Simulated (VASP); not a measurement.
# Tc (Pm-3m) in VASP: further runs

Tc is run at these levels: PBE; tasks: relaxation of cell and atoms.

Everything below comes from runs of VASP 6.6.1. Logs are shortened: lines on timing, memory, paths and dates and some standing lists are left out, and cuts for length are marked.

**1. The cell of the first run**

It takes space group Pm-3m (No. 221, cubic). Conventional cell: a = 2.510 Å, b = 2.510 Å, c = 2.510 Å, α = 90.00°, β = 90.00°, γ = 90.00°. Tc (site symmetry m-3m) has 6 Tc at 2.51 Å within 3.3 Å.

**2. Relaxation of cell and atoms, PBE, target pressure 5 GPa, at which the enthalpy is minimised**

Contents of INCAR:

```
SYSTEM = Tc
PREC = Accurate
ENCUT = 600
EDIFF = 1E-6
ISMEAR = -1
SIGMA = 0.05
LREAL = .FALSE.
LASPH = .TRUE.
NELM = 60
ALGO = Normal
ISIF = 3
LWAVE = .FALSE.
LCHARG = .FALSE.
GGA = PE
IBRION = 2
NSW = 80
EDIFFG = -0.01
PSTRESS = 50.0
```

Contents of KPOINTS:

```
regular mesh
0
G
  8 8 8
  0 0 0
```

Contents of POSCAR:

```
Tc
1.0
    2.5100000000      0.0000000000      0.0000000000
    0.0000000000      2.5100000000      0.0000000000
    0.0000000000      0.0000000000      2.5100000000
Tc
1
Direct
    0.0000000000      0.0000000000      0.0000000000
```

Potentials or basis: VASP PAW PBE potentials, release 64 (Tc_pv).

Started as:

```
$ cat potpaw_PBE.64/Tc_pv/POTCAR > POTCAR
$ mpirun -np 1 vasp_std > vasp.out
```

OUTCAR:

```text
SYSTEM = Tc
   PREC = Accurate
   ENCUT = 600
   EDIFF = 1E-6
   ISMEAR = -1
   LREAL = .FALSE.
   LASPH = .TRUE.
   NELM = 60
   ISIF = 3
   GGA = PE
   IBRION = 2
   NSW = 80
   EDIFFG = -0.01
   PSTRESS = 50.0

 ion  position               nearest neighbor table
   1  0.000  0.000  0.000-

  LATTYP: Found a simple cubic cell.
 ALAT       =     2.5100000000

  Lattice vectors:

 A1 = (   2.5100000000,   0.0000000000,   0.0000000000)
 A2 = (   0.0000000000,   2.5100000000,   0.0000000000)
 A3 = (   0.0000000000,   0.0000000000,   2.5100000000)

Analysis of symmetry for initial positions (statically):
=====================================================================
 Subroutine PRICEL returns:
 Original cell was already a primitive cell.

 Routine SETGRP: Setting up the symmetry group for a
 simple cubic supercell.

 Subroutine GETGRP returns: Found 48 space group operations
[... 9 lines left out ...]

 Routine SETGRP: Setting up the symmetry group for a
 simple cubic supercell.

 Subroutine GETGRP returns: Found 48 space group operations
[... 11 lines left out ...]
                                     Primitive cell

  volume of cell :      15.8133

  direct lattice vectors                    reciprocal lattice vectors
     2.510000000  0.000000000  0.000000000     0.398406375  0.000000000  0.000000000
     0.000000000  2.510000000  0.000000000     0.000000000  0.398406375  0.000000000
     0.000000000  0.000000000  2.510000000     0.000000000  0.000000000  0.398406375

  length of vectors
     2.510000000  2.510000000  2.510000000     0.398406375  0.398406375  0.398406375

  position of ions in fractional coordinates (direct lattice)
     0.000000000  0.000000000  0.000000000

  ion indices of the primitive-cell ions
   primitive index   ion index
                 1           1

----------------------------------------------------------------------------------------

 KPOINTS: regular mesh

Automatic generation of k-mesh.
 Grid dimensions read from file:
 generate k-points for:    8    8    8

 Generating k-lattice:

  Cartesian coordinates                     Fractional coordinates (reciprocal lattice)
     0.049800797  0.000000000  0.000000000     0.125000000  0.000000000  0.000000000
     0.000000000  0.049800797  0.000000000     0.000000000  0.125000000  0.000000000
     0.000000000  0.000000000  0.049800797     0.000000000  0.000000000  0.125000000

  Length of vectors
     0.049800797  0.049800797  0.049800797

  Shift w.r.t. Gamma in fractional coordinates (k-lattice)
     0.000000000  0.000000000  0.000000000

 Subroutine IBZKPT returns following result:
 ===========================================

 Found     35 irreducible k-points:

 Following reciprocal coordinates:
            Coordinates               Weight
  0.000000  0.000000  0.000000      1.000000
  0.125000  0.000000  0.000000      6.000000
  0.250000  0.000000  0.000000      6.000000
  0.375000  0.000000  0.000000      6.000000
  0.500000  0.000000  0.000000      3.000000
  0.125000  0.125000  0.000000     12.000000
[... 16 lines left out ...]
  0.375000  0.375000  0.125000     24.000000
  0.500000  0.375000  0.125000     24.000000
 [... further k-points ...]
   k-points           NKPTS =     35   k-points in BZ     NKDIM =     35   number of bands    NBANDS=     10
   number of dos      NEDOS =    301   number of ions     NIONS =      1
   total plane-waves  NPLWV =   8000
   dimension x,y,z NGX =    20 NGY =   20 NGZ =   20
   dimension x,y,z NGXF=    40 NGYF=   40 NGZF=   40
   ions per type =               1
   NGX,Y,Z   is equivalent  to a cutoff of  13.25, 13.25, 13.25 a.u.
   NGXF,Y,Z  is equivalent  to a cutoff of  26.49, 26.49, 26.49 a.u.
 SYSTEM =  Tc
   PREC   = accura    normal or accurate (medium, high low for compatibility)
   ISTART =      0    job   : 0-new  1-cont  2-samecut
   ICHARG =      2    charge: 1-file 2-atom 10-const
   ISPIN  =      1    spin polarized calculation?
   LNONCOLLINEAR =      F non collinear calculations
   LSORBIT =      F    spin-orbit coupling
   LASPH  =      T    aspherical Exc in radial PAW
   ENCUT  =  600.0 eV  44.10 Ry    6.64 a.u.   5.01  5.01  5.01*2*pi/ulx,y,z
   NELM   =     60;   NELMIN=  2; NELMDL= -5     # of ELM steps
   EDIFF  = 0.1E-05   stopping-criterion for ELM
   LREAL  =      F    real-space projection
   EDIFFG = -.1E-01   stopping-criterion for IOM
   NSW    =     80    number of steps for IOM
   IBRION =      2    ionic relax: 0-MD 1-quasi-New 2-CG
   NFREE  =      1    steps in history (QN), initial steepest desc. (CG)
   ISIF   =      3    stress and relaxation
   ISYM   =      2    0-nonsym 1-usesym 2-fastsym
   POTIM  = 0.5000    time-step for ionic-motion
   TEBEG  =    0.0;   TEEND  =   0.0 temperature during run
   PSTRESS=   50.0 pullay stress
   NELECT =      13.0000    total number of electrons
   NUPDOWN=      -1.0000    fix difference up-down
   EMIN   =  10.00;   EMAX   =-10.00  energy-range for DOS
   EFERMI =   0.00;   METHOD = LEGACY
   ISMEAR =    -1;   SIGMA  =   0.05  broadening in eV -4-tet -1-fermi 0-gaus
   EFERMI_NEDOS =   21; number of points for ismear=-14 and -15
   IALGO  =     38    algorithm
   IMIX   =      4    mixing-type and parameters
     AMIX     =   0.40;   BMIX     =  1.00
     AMIX_MAG =   1.60;   BMIX_MAG =  1.00
  volume/ion in A,a.u.               =      15.81       106.71
  Fermi-wavevector in a.u.,A,eV,Ry     =   1.533612  2.898107 32.000446  2.351966
  Thomas-Fermi vector in A             =   2.640655
   LORBIT       =      0    0 simple, 1 ext, 2 COOP (PROOUT), +10 PAW based schemes
   GGA     = PE    functional components
   LHFCALC =     F    Hartree Fock is set to
   AEXX    =    0.0000 exact exchange contribution
   IVDW    =     0    specifies the selected vdW correction
   LEPSILON=     F    determine dielectric tensor
   LRPA    =     F    only Hartree local field effects (RPA)
 conjugate gradient relaxation of ions
 non-spin polarized calculation
  energy-cutoff  :      600.00
  volume of cell :       15.81
 maximum number of plane-waves:       552
   NGX = 11   NGY = 11   NGZ = 11

--------------------------------------- Ionic step        1  -------------------------------------------

 number of electron      13.0000002 magnetization

 Free energy of the ion-electron system (eV)
  ---------------------------------------------------
  ext. energy  EPLUGINS =         0.00000000
  ---------------------------------------------------
  free energy    TOTEN  =        -9.31803353 eV

  energy without entropy =       -9.30848796  energy(sigma->0) =       -9.31326074

------------------------ aborting loop because EDIFF is reached ----------------------------------------

  FORCE on cell =-STRESS in cart. coord.  units (eV):
  Direction    XX          YY          ZZ          XY          YZ          ZX
  --------------------------------------------------------------------------------------
  -------------------------------------------------------------------------------------
  Total        0.6160616      0.6160616      0.6160616      0.0000000      0.0000000      0.0000000
  in kB       62.4185289     62.4185289     62.4185289      0.0000000      0.0000000      0.0000000
  external PRESSURE =      12.4185289 kB  Pullay stress =      50.0000000 kB

 VOLUME and BASIS-vectors are now :
 -----------------------------------------------------------------------------
  energy-cutoff  :      600.00
  volume of cell :       15.81
      direct lattice vectors                 reciprocal lattice vectors
     2.510000000  0.000000000  0.000000000     0.398406375  0.000000000  0.000000000
     0.000000000  2.510000000  0.000000000     0.000000000  0.398406375  0.000000000
     0.000000000  0.000000000  2.510000000     0.000000000  0.000000000  0.398406375
[... 44 lines left out ...]
  FREE ENERGIE OF THE ION-ELECTRON SYSTEM (eV)
  ---------------------------------------------------
  free  energy   TOTEN  =        -9.3251278995 eV

  energy  without entropy=       -9.3153122596  energy(sigma->0) =       -9.32022008

  enthalpy is  TOTEN    =        -8.8228293544 eV   P V=        0.5022985451

--------------------------------------- Ionic step        3  -------------------------------------------

 number of electron      13.0000003 magnetization

 Free energy of the ion-electron system (eV)
  ---------------------------------------------------
  ext. energy  EPLUGINS =         0.00000000
  ---------------------------------------------------
  free energy    TOTEN  =        -9.32073639 eV

  energy without entropy =       -9.31112127  energy(sigma->0) =       -9.31592883

 E-fermi :  11.3214     XC(G=0): -13.0448

 val. band max:       11.2590275693   @ k =   0.3750   0.3750   0.2500
 cond. band min:      11.3729532122   @ k =   0.5000   0.3750   0.2500
 fundamental gap:      0.1139256429
 Fermi energy:        11.3213907798

 k-point     1 :       0.0000    0.0000    0.0000
  band No.  band energies     occupation
      1     -27.1067      2.00000
      2     -27.1067      2.00000
      3     -27.1067      2.00000
      4       4.3166      2.00000
      5       6.2747      2.00000
      6       6.2747      2.00000
      7      14.1630      0.00000
      8      14.1630      0.00000
      9      14.1630      0.00000
     10      27.7915      0.00000

 k-point     2 :       0.1250    0.0000    0.0000
  band No.  band energies     occupation
      1     -27.3278      2.00000
      2     -27.0878      2.00000
      3     -27.0878      2.00000
      4       4.7793      2.00000
      5       6.3907      2.00000
      6       6.8346      2.00000
      7      13.5918      0.00000
      8      13.5918      0.00000
      9      14.2071      0.00000
     10      25.5833      0.00000
[... 274 lines left out ...]
 k-point    24 :       0.5000    0.3750    0.1250
  band No.  band energies     occupation
      1     -28.3294      2.00000
      2     -28.1143      2.00000
      3     -27.0728      2.00000
      4       5.9037      2.00000
      5       8.9046      2.00000
      6      10.3594      2.00000
      7      10.8439      1.99986
      8      14.2386      0.00000
      9      18.0461      0.00000
     10      19.5996      0.00000

 [... further k-points ...]

------------------------ aborting loop because EDIFF is reached ----------------------------------------

  FORCE on cell =-STRESS in cart. coord.  units (eV):
  Direction    XX          YY          ZZ          XY          YZ          ZX
  --------------------------------------------------------------------------------------
  -------------------------------------------------------------------------------------
  Total        0.4964223      0.4964223      0.4964223      0.0000000     -0.0000000      0.0000000
  in kB       50.0519104     50.0519104     50.0519104      0.0000000     -0.0000000      0.0000000
  external PRESSURE =       0.0519104 kB  Pullay stress =      50.0000000 kB

 VOLUME and BASIS-vectors are now :
 -----------------------------------------------------------------------------
  energy-cutoff  :      600.00
  volume of cell :       15.89
      direct lattice vectors                 reciprocal lattice vectors
     2.514087554  0.000000000  0.000000000     0.397758622 -0.000000000 -0.000000000
     0.000000000  2.514087554  0.000000000    -0.000000000  0.397758622 -0.000000000
     0.000000000  0.000000000  2.514087554    -0.000000000 -0.000000000  0.397758622

 POSITION                                       TOTAL-FORCE (eV/Angst)
 -----------------------------------------------------------------------------------
      0.00000      0.00000      0.00000         0.000000      0.000000      0.000000
 -----------------------------------------------------------------------------------
    total drift:                                0.000000      0.000000      0.000000

  FREE ENERGIE OF THE ION-ELECTRON SYSTEM (eV)
  ---------------------------------------------------
  free  energy   TOTEN  =        -9.3207363853 eV

  energy  without entropy=       -9.3111212651  energy(sigma->0) =       -9.31592883

  enthalpy is  TOTEN    =        -8.8248289540 eV   P V=        0.4959074313

 reached required accuracy - stopping structural energy minimisation
```

It took 10 s on 1 thread of Intel Xeon Platinum 8259CL at 2.50GHz (Skylake/Cascade Lake), shared host; peak memory 0.13 GiB.

What came out:

```
Free energy                                            : -9.3207 eV
Relaxed volume                                         : 15.89 Å³/atom
Relaxed cell                                           : a = 2.514 Å, b = 2.514 Å, c = 2.514 Å, α = 90.00°, β = 90.00°, γ = 90.00°
Space group after relaxing (to 0.05 Å)                 : Pm-3m (No. 221)
Energy change on relaxing (the enthalpy is what falls) : -2.7 meV/atom
Ionic steps                                            : 3
Pressure after relaxing                                : 5.0 GPa
```

The path:
```tsv
step	energy change (eV)	largest force (eV/Å)	pressure (GPa)	volume (Å³)
1	0.0000	0.0000	6.24	15.81
2	-0.0071	0.0000	1.92	16.10
3	-0.0027	0.0000	5.01	15.89
```

Final structure:
```xyz
1
Lattice="2.5141 0.0000 0.0000 0.0000 2.5141 0.0000 0.0000 0.0000 2.5141" Properties=species:S:1:pos:R:3 pbc="T T T"
Tc    0.0000    0.0000    0.0000
```

Levels at points of the mesh, in eV from the Fermi level:
| k point | band 2 | band 3 | band 4 | band 5 | band 6 | band 7 | band 8 | band 9 | band 10 |
| --- | --- | --- | --- | --- | --- | --- | --- | --- | --- |
| (0.00, 0.00, 0.00) | -38.43 | -38.43 | -7.00 | -5.05 | -5.05 | 2.84 | 2.84 | 2.84 | 16.47 |
| (0.50, 0.00, 0.00) | -38.30 | -38.30 | -4.18 | -4.10 | -0.24 | -0.24 | -0.08 | 3.15 | 8.67 |
| (0.50, 0.50, 0.00) | -39.65 | -38.18 | -6.05 | -3.08 | 0.38 | 0.38 | 5.05 | 5.95 | 5.95 |
| (0.50, 0.50, 0.50) | -39.47 | -39.47 | -4.51 | -4.51 | -4.51 | 5.26 | 5.26 | 8.39 | 13.29 |

Caveat: the cell is relaxed towards a set pressure, so the enthalpy falls and the energy may rise.

**3. Relaxation of cell and atoms, PBE, target pressure 10 GPa, at which the enthalpy is minimised**

Contents of INCAR:

```
PREC = Accurate
ENCUT = 600
EDIFF = 1E-6
ISMEAR = -1
SIGMA = 0.05
LREAL = F
LASPH = T
NELM = 60
ALGO = Normal
ISIF = 3
LWAVE = F
LCHARG = F
GGA = PE
IBRION = 2
NSW = 80
EDIFFG = -0.01
PSTRESS = 100.0
```

Contents of KPOINTS:

```
Automatic mesh
0
Gamma
  8 8 8
```

POSCAR is that of step 2.

Potentials or basis: VASP PAW PBE potentials, release 64 (Tc_pv).

Started as:

```
$ cat potpaw_PBE.64/Tc_pv/POTCAR > POTCAR
$ mpirun -np 1 vasp_std > vasp.out
```

Wall time 10 s (1 thread of Intel Xeon Platinum 8259CL at 2.50GHz (Skylake/Cascade Lake), shared host); peak memory 0.13 GiB.

It converged, with:

* Free energy: -9.3067 eV
* Relaxed volume: 15.59 Å³/atom
* Relaxed cell: a = 2.498 Å, b = 2.498 Å, c = 2.498 Å, α = 90.00°, β = 90.00°, γ = 90.00°
* Space group after relaxing (to 0.05 Å): Pm-3m (No. 221)
* Energy change on relaxing (the enthalpy is what falls): +11.3 meV/atom
* Ionic steps: 3
* Pressure after relaxing: 9.9 GPa

The path:
```tsv
step	energy change (eV)	largest force (eV/Å)	pressure (GPa)	volume (Å³)
1	0.0000	0.0000	6.24	15.81
2	0.0704	0.0000	21.61	14.98
3	0.0113	0.0000	9.93	15.59
```

Final structure:
```cif
data_structure
_symmetry_space_group_name_H-M 'P 1'
_symmetry_Int_Tables_number 1
_cell_length_a 2.4980
_cell_length_b 2.4980
_cell_length_c 2.4980
_cell_angle_alpha 90.000
_cell_angle_beta 90.000
_cell_angle_gamma 90.000
_cell_volume 15.59
loop_
_atom_site_label
_atom_site_type_symbol
_atom_site_fract_x
_atom_site_fract_y
_atom_site_fract_z
_atom_site_occupancy
Tc1 Tc 0.00000 0.00000 0.00000 1
```

Levels at points of the mesh, in eV from the Fermi level:
| k point | band 2 | band 3 | band 4 | band 5 | band 6 | band 7 | band 8 | band 9 | band 10 |
| --- | --- | --- | --- | --- | --- | --- | --- | --- | --- |
| (0.00, 0.00, 0.00) | -38.42 | -38.42 | -7.10 | -5.18 | -5.18 | 2.92 | 2.92 | 2.92 | 16.62 |
| (0.50, 0.00, 0.00) | -38.28 | -38.28 | -4.29 | -4.16 | -0.26 | -0.26 | -0.10 | 3.24 | 8.89 |
| (0.50, 0.50, 0.00) | -39.71 | -38.15 | -6.23 | -3.14 | 0.38 | 0.38 | 5.19 | 6.04 | 6.04 |
| (0.50, 0.50, 0.50) | -39.52 | -39.52 | -4.65 | -4.65 | -4.65 | 5.41 | 5.41 | 8.33 | 13.54 |

Caveat: the cell is relaxed towards a set pressure, so the enthalpy falls and the energy may rise.

**4. Relaxation of cell and atoms, PBE, target pressure 20 GPa, at which the enthalpy is minimised**

Contents of INCAR:

```
PREC = Accurate ; ENCUT = 600
EDIFF = 1E-6 ; ISMEAR = -1
SIGMA = 0.05 ; LREAL = F
LASPH = T ; NELM = 80
ALGO = Normal ; ISIF = 3
LWAVE = F ; LCHARG = F
GGA = PE ; IBRION = 2
NSW = 80 ; EDIFFG = -0.01
PSTRESS = 200.0
```

Contents of KPOINTS:

```
regular mesh
0
Gamma
  8 8 8
```

POSCAR is that of step 3.

Started as:

```
$ cat potpaw_PBE.64/Tc_pv/POTCAR > POTCAR
$ mpirun -np 1 vasp_std > vasp.out
```

It took 20 s on 1 thread of Intel Xeon Platinum 8259CL at 2.50GHz (Skylake/Cascade Lake), shared host; peak memory 0.13 GiB.

The run converged. Its results:

- Free energy: -9.2574 eV
- Relaxed volume: 15.06 Å³/atom
- Relaxed cell: a = 2.469 Å, b = 2.469 Å, c = 2.469 Å, α = 90.00°, β = 90.00°, γ = 90.00°
- Space group after relaxing (to 0.05 Å): Pm-3m (No. 221)
- Energy change on relaxing (the enthalpy is what falls): +60.6 meV/atom
- Ionic steps: 7
- Pressure after relaxing: 20.0 GPa

The path:
```csv
step,energy change (eV),largest force (eV/Å),pressure (GPa),volume (Å³)
1,0.0000,0.0000,6.24,15.81
2,0.7133,0.0000,85.23,12.90
3,0.0548,0.0000,19.03,15.10
4,0.0596,0.0000,19.77,15.06
5,0.0615,0.0000,20.12,15.05
6,0.0589,0.0000,19.76,15.07
7,0.0606,0.0000,19.98,15.06
```

Final structure:
```
Tc
1.0
     2.46923    0.00000    0.00000
     0.00000    2.46923    0.00000
     0.00000    0.00000    2.46923
Tc
1
Cartesian
  0.0000 0.0000 0.0000
```

Levels at points of the mesh, in eV from the Fermi level:
| k point | band 3 | band 4 | band 5 | band 6 | band 7 | band 8 | band 9 | band 10 |
| --- | --- | --- | --- | --- | --- | --- | --- | --- |
| (0.00, 0.00, 0.00) | -38.41 | -7.27 | -5.44 | -5.44 | 3.06 | 3.06 | 3.06 | 16.90 |
| (0.50, 0.00, 0.00) | -38.25 | -4.51 | -4.29 | -0.30 | -0.30 | -0.12 | 3.40 | 9.28 |
| (0.50, 0.50, 0.00) | -38.11 | -6.56 | -3.27 | 0.37 | 0.37 | 5.45 | 6.20 | 6.20 |
| (0.50, 0.50, 0.50) | -39.61 | -4.90 | -4.90 | -4.90 | 5.68 | 5.68 | 8.21 | 14.02 |

Caveat: the cell is relaxed towards a set pressure, so the enthalpy falls and the energy may rise.

**5. The runs side by side**

```tsv
cell	gap on the mesh (eV)	pressure (GPa)
relaxed to 5 GPa	none	5.0
relaxed to 10 GPa	none	9.9
relaxed to 20 GPa	none	20.0
```

Alike in all rows: task relaxation of cell and atoms; level PBE; potentials or basis VASP PAW PBE potentials, release 64 (Tc_pv); no spin polarisation; k mesh 8 × 8 × 8; cutoff (eV) 600; smearing fermi-dirac 0.05 eV.

Caveats: the cell is relaxed towards a set pressure, so the enthalpy falls and the energy may rise.

Absolute energies hang on the potentials; compare differences alone.
